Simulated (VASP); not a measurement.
As2RhAu3, 6 atoms in the cell. Symmetry: P-3m1, No. 164, trigonal system. Conventional cell: a = 3.907 Å, b = 3.907 Å, c = 9.696 Å, α = 90.00°, β = 90.00°, γ = 120.00°. Within 3.7 Å of As (site symmetry 3m) lie 6 Au at 2.81 to 2.82 Å. Rh (site symmetry -3m) has 6 Au at 2.69 Å within 3.6 Å. Au (site symmetry 3m) has 3 Rh at 2.69 Å and 3 As at 2.82 Å within 3.6 Å. Within 3.7 Å of Au (site symmetry -3m) lie 6 As at 2.81 Å. 

| Quantity | Value |
| --- | --- |
| Program | VASP 6.6.1 |
| Task | relaxation of cell and atoms |
| Functional | PBEsol |
| Potentials or basis | VASP PAW PBE potentials, release 64 (As, Rh_pv, Au) |
| Cutoff | 600 eV |
| k mesh | 6 × 6 × 2 |
| Occupations | fermi-dirac, width 0.03 eV |
| Spin | no spin polarisation |
| Dipole correction | no |
| Further INCAR settings | ALGO = Normal; EDIFF = 1e-07; IBRION = 2; EDIFFG = -0.01; NSW = 100; ISIF = 3 |

Potentials or basis: VASP PAW PBE potentials, release 64 (As, Rh_pv, Au).

Command:

```console
$ cat potpaw_PBE.64/As/POTCAR potpaw_PBE.64/Rh_pv/POTCAR potpaw_PBE.64/Au/POTCAR > POTCAR
$ mpirun -np 1 vasp_std > vasp.out
```

Hardware: 1 thread of AMD EPYC 7R43 64-Core Processor (Zen 3) (shared host).

Question: Estimate the wall time of this run.

Answer: Wall time 22 min on 1 thread of AMD EPYC 7R43 64-Core Processor (Zen 3), on a shared host, peak memory 0.3 GiB. Counts: scf iterations 201, k points 14, ion steps 21.
